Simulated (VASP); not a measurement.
# FeRu (P-6m2) in VASP: further runs, part 2 of 2

VASP 6.6.1. Earlier steps stand in the parts before.

## Step 3: Single point, LDA, collinear spin, ferrimagnetic start

The input, INCAR:

```
PREC = Accurate
ENCUT = 690
EDIFF = 1E-6
ISMEAR = -1
SIGMA = 0.05
LREAL = False
LASPH = True
NELM = 200
ALGO = Normal
ISIF = 2
LWAVE = False
LCHARG = False
ISPIN = 2
MAGMOM = 3 -1.5
LORBIT = 11
LMAXMIX = 4
GGA = CA
NBANDS = 27
GGA_COMPAT = False
```

The input, KPOINTS:

```
regular mesh
0
Gamma
  12 12 7
```

The input, POSCAR:

```
FeRu
1.0
    2.6428014205      0.0000000000      0.0000000000
   -1.3214007102      2.2887331673      0.0000000000
    0.0000000000      0.0000000000      4.0702270000
Fe Ru
1 1
Direct
    0.0000000000      0.0000000000      0.5000000000
    0.6666666667      0.3333333333      0.0000000000
```

Potentials or basis: VASP PAW LDA potentials, release 64 (Fe_sv, Ru_sv).

Run with:

```
$ cat potpaw_LDA.64/Fe_sv/POTCAR potpaw_LDA.64/Ru_sv/POTCAR > POTCAR
$ mpirun -np 1 vasp_std > vasp.out
```

OUTCAR:

```text
PREC = Accurate
   ENCUT = 690
   EDIFF = 1E-6
   ISMEAR = -1
   LREAL = False
   LASPH = True
   NELM = 200
   ISIF = 2
   ISPIN = 2
   LORBIT = 11
   GGA = CA

 ion  position               nearest neighbor table
   1  0.000  0.000  0.500-   2 2.54   2 2.54   2 2.54   2 2.54   2 2.54   2 2.54
   2  0.667  0.333  0.000-   1 2.54   1 2.54   1 2.54   1 2.54   1 2.54   1 2.54

  LATTYP: Found a hexagonal cell.
 ALAT       =     2.6428014205
 C/A-ratio  =     1.5401183640

  Lattice vectors:

 A1 = (   2.6428014205,   0.0000000000,   0.0000000000)
 A2 = (  -1.3214007102,   2.2887331673,   0.0000000000)
 A3 = (   0.0000000000,   0.0000000000,   4.0702270000)

Analysis of symmetry for initial positions (statically):
=====================================================================
 Subroutine PRICEL returns:
 Original cell was already a primitive cell.

 Routine SETGRP: Setting up the symmetry group for a
 hexagonal supercell.

 Subroutine GETGRP returns: Found 12 space group operations
 (whereof 12 operations were pure point group operations)
 out of a pool of 24 trial point group operations.

The static configuration has the point symmetry D_3h.

Analysis of symmetry for dynamics (positions and initial velocities):
=====================================================================
 Subroutine PRICEL returns:
 Original cell was already a primitive cell.

 Routine SETGRP: Setting up the symmetry group for a
 hexagonal supercell.

 Subroutine GETGRP returns: Found 12 space group operations
 (whereof 12 operations were pure point group operations)
 out of a pool of 24 trial point group operations.

The dynamic configuration has the point symmetry D_3h.

Analysis of structural, dynamic, and magnetic symmetry:
=====================================================================
 Subroutine PRICEL returns:
 Original cell was already a primitive cell.

 Routine SETGRP: Setting up the symmetry group for a
 hexagonal supercell.

 Subroutine GETGRP returns: Found 12 space group operations
 (whereof 12 operations were pure point group operations)
 out of a pool of 24 trial point group operations.

The overall configuration has the point symmetry D_3h.

 Subroutine INISYM returns: Found 12 space group operations
 (whereof 12 operations are pure point group operations),
 and found     1 'primitive' translations

----------------------------------------------------------------------------------------

                                     Primitive cell

  volume of cell :      24.6194

  direct lattice vectors                    reciprocal lattice vectors
     2.642801421  0.000000000  0.000000000     0.378386356  0.218461465  0.000000000
    -1.321400710  2.288733167  0.000000000     0.000000000  0.436922929  0.000000000
     0.000000000  0.000000000  4.070227000     0.000000000  0.000000000  0.245686543

  length of vectors
     2.642801421  2.642801420  4.070227000     0.436922929  0.436922929  0.245686543

  position of ions in fractional coordinates (direct lattice)
     0.000000000  0.000000000  0.500000000
     0.666666667  0.333333333  0.000000000

  ion indices of the primitive-cell ions
   primitive index   ion index
                 1           1
                 2           2

[... 59 lines left out ...]
   NGX,Y,Z   is equivalent  to a cutoff of  15.10, 15.10, 14.70 a.u.
   NGXF,Y,Z  is equivalent  to a cutoff of  30.19, 30.19, 29.41 a.u.
 SYSTEM =  unknown system
   PREC   = accura    normal or accurate (medium, high low for compatibility)
   ISTART =      0    job   : 0-new  1-cont  2-samecut
   ICHARG =      2    charge: 1-file 2-atom 10-const
   ISPIN  =      2    spin polarized calculation?
   LNONCOLLINEAR =      F non collinear calculations
   LSORBIT =      F    spin-orbit coupling
   LASPH  =      T    aspherical Exc in radial PAW
   ENCUT  =  690.0 eV  50.71 Ry    7.12 a.u.   5.66  5.66  8.72*2*pi/ulx,y,z
   NELM   =    200;   NELMIN=  2; NELMDL= -5     # of ELM steps
   EDIFF  = 0.1E-05   stopping-criterion for ELM
   LREAL  =      F    real-space projection
   EDIFFG = 0.1E-04   stopping-criterion for IOM
   NSW    =      0    number of steps for IOM
   IBRION =     -1    ionic relax: 0-MD 1-quasi-New 2-CG
   NFREE  =      0    steps in history (QN), initial steepest desc. (CG)
   ISIF   =      2    stress and relaxation
   ISYM   =      2    0-nonsym 1-usesym 2-fastsym
   POTIM  = 0.5000    time-step for ionic-motion
   TEBEG  =    0.0;   TEEND  =   0.0 temperature during run
   PSTRESS=    0.0 pullay stress
   NELECT =      32.0000    total number of electrons
   NUPDOWN=      -1.0000    fix difference up-down
   EMIN   =  10.00;   EMAX   =-10.00  energy-range for DOS
   EFERMI =   0.00;   METHOD = LEGACY
   ISMEAR =    -1;   SIGMA  =   0.05  broadening in eV -4-tet -1-fermi 0-gaus
   EFERMI_NEDOS =   21; number of points for ismear=-14 and -15
   IALGO  =     38    algorithm
   IMIX   =      4    mixing-type and parameters
     AMIX     =   0.40;   BMIX     =  1.00
     AMIX_MAG =   1.60;   BMIX_MAG =  1.00
  volume/ion in A,a.u.               =      12.31        83.07
  Fermi-wavevector in a.u.,A,eV,Ry     =   1.786619  3.376221 43.429918  3.192009
  Thomas-Fermi vector in A             =   2.850164
   LORBIT       =     11    0 simple, 1 ext, 2 COOP (PROOUT), +10 PAW based schemes
   GGA     = CA    functional components
   LHFCALC =     F    Hartree Fock is set to
   AEXX    =    0.0000 exact exchange contribution
   IVDW    =     0    specifies the selected vdW correction
   LEPSILON=     F    determine dielectric tensor
   LRPA    =     F    only Hartree local field effects (RPA)
 spin polarized calculation
  energy-cutoff  :      690.00
  volume of cell :       24.62
 maximum number of plane-waves:      1031
 NGX is ok and might be reduce to    24
   NGX = 11   NGY = 11   NGZ = 17

 number of electron      31.9999993 magnetization       0.0021151

 Free energy of the ion-electron system (eV)
  ---------------------------------------------------
  ext. energy  EPLUGINS =         0.00000000
  ---------------------------------------------------
  free energy    TOTEN  =       -19.91838276 eV

  energy without entropy =      -19.90016126  energy(sigma->0) =      -19.90927201

 E-fermi :  13.6882     XC(G=0): -14.4149

 val. band max:       13.6853977779   @ k =   0.1667   0.0833   0.2857
 cond. band min:      13.6914658410   @ k =   0.3333   0.0833   0.2857
 fundamental gap:      0.0060680631
 Fermi energy:        13.6882456013

 spin component 1

 k-point     1 :       0.0000    0.0000    0.0000
  band No.  band energies     occupation
      1     -72.3686      1.00000
      2     -58.9658      1.00000
      3     -39.0474      1.00000
      4     -38.8127      1.00000
      5     -38.8127      1.00000
      6     -29.1500      1.00000
[... 709 lines left out ...]
     26      35.1505      0.00000
     27      36.1034      0.00000

 [... further k-points ...]

 spin component 2

 k-point     1 :       0.0000    0.0000    0.0000
  band No.  band energies     occupation
      1     -72.3659      1.00000
      2     -58.9660      1.00000
      3     -39.0451      1.00000
      4     -38.8099      1.00000
      5     -38.8099      1.00000
      6     -29.1503      1.00000
[... 709 lines left out ...]
     26      35.1506      0.00000
     27      36.1037      0.00000

 [... further k-points ...]
[... 5 lines left out ...]
  --------------------------------------------------------------------------------------
  -------------------------------------------------------------------------------------
  Total       -3.1670924     -3.1670924     -3.0779462     -0.0000000      0.0000000      0.0000000
  in kB     -206.1071161   -206.1071161   -200.3056874     -0.0000000      0.0000000      0.0000000
  external PRESSURE =    -204.1733066 kB  Pullay stress =       0.0000000 kB

 VOLUME and BASIS-vectors are now :
 -----------------------------------------------------------------------------
  energy-cutoff  :      690.00
  volume of cell :       24.62
      direct lattice vectors                 reciprocal lattice vectors
     2.642801421  0.000000000  0.000000000     0.378386356  0.218461465  0.000000000
    -1.321400710  2.288733167  0.000000000     0.000000000  0.436922929  0.000000000
     0.000000000  0.000000000  4.070227000     0.000000000  0.000000000  0.245686543

 POSITION                                       TOTAL-FORCE (eV/Angst)
 -----------------------------------------------------------------------------------
      0.00000      0.00000      2.03511        -0.000000      0.000000      0.000000
      1.32140      0.76291      0.00000         0.000000      0.000000      0.000000
 -----------------------------------------------------------------------------------
    total drift:                               -0.000000      0.000000      0.000000

  FREE ENERGIE OF THE ION-ELECTRON SYSTEM (eV)
  ---------------------------------------------------
  free  energy   TOTEN  =       -19.9183827638 eV

  energy  without entropy=      -19.9001612588  energy(sigma->0) =      -19.90927201

 total charge

# of ion       s       p       d       tot
------------------------------------------
    1        2.183   6.033   5.541  13.757
    2        2.239   6.115   5.302  13.656
--------------------------------------------------
tot          4.422  12.148  10.843  27.413

 magnetization (x)

# of ion       s       p       d       tot
------------------------------------------
    1        0.000   0.000   0.002   0.002
    2       -0.000  -0.000  -0.000  -0.000
--------------------------------------------------
tot         -0.000  -0.000   0.002   0.002
```

OSZICAR:

```text
N       E                     dE             d eps       ncg     rms          rms(c)
DAV:   1     0.642188050299E+03    0.64219E+03   -0.22096E+04  8224   0.203E+03
DAV:   2     0.127043586259E+02   -0.62948E+03   -0.59814E+03  8359   0.650E+02
DAV:   3    -0.210796775632E+02   -0.33784E+02   -0.32453E+02  9556   0.179E+02
[... 10 lines left out ...]
DAV:  14    -0.199183488892E+02   -0.38316E-04   -0.12014E-04 11757   0.152E-01    0.524E-02
DAV:  15    -0.199183640322E+02   -0.15143E-04   -0.20606E-05 11441   0.524E-02    0.450E-02
DAV:  16    -0.199183724174E+02   -0.83852E-05   -0.89187E-06  8325   0.394E-02    0.354E-02
DAV:  17    -0.199183795674E+02   -0.71500E-05   -0.16113E-05 10290   0.500E-02    0.192E-02
DAV:  18    -0.199183821267E+02   -0.25594E-05   -0.77898E-06  8952   0.320E-02    0.955E-03
DAV:  19    -0.199183827638E+02   -0.63709E-06   -0.16645E-06  4653   0.169E-02
   1 F= -.19918383E+02 E0= -.19909272E+02  d E =-.182215E-01  mag=     0.0004
```

stdout:

```text
POSCAR found type information on POSCAR FeRu
 POSCAR found :  2 types and       2 ions
 scaLAPACK will be used
 LDA part: xc-table for (Slater(with rela. corr.)+CA(PZ))
 , standard interpolation
 POSCAR, INCAR and KPOINTS ok, starting setup
 FFT: planning ... GRIDC
 FFT: planning ... GRID_SOFT
 FFT: planning ... GRID
 WAVECAR not read
 entering main loop
```

Wall time 2.3 min (1 thread of Intel Xeon Platinum 8259CL at 2.50GHz (Skylake/Cascade Lake), shared host); peak memory 0.23 GiB.

What came out:

```
Free energy                                           : -19.9184 eV
Pressure                                              : -20.4 GPa
Band gap on the k mesh                                : zero (filled and empty bands overlap)
Net moment                                            : 0.00 μB per cell
Valence electrons inside the program's atomic spheres : Fe 13.76; Ru 13.66
```

Caveat: the cell stands under tension; the moments typed at the start vanished in this run.

The gap in the log of VASP goes by the Fermi energy; the results here count the filled bands.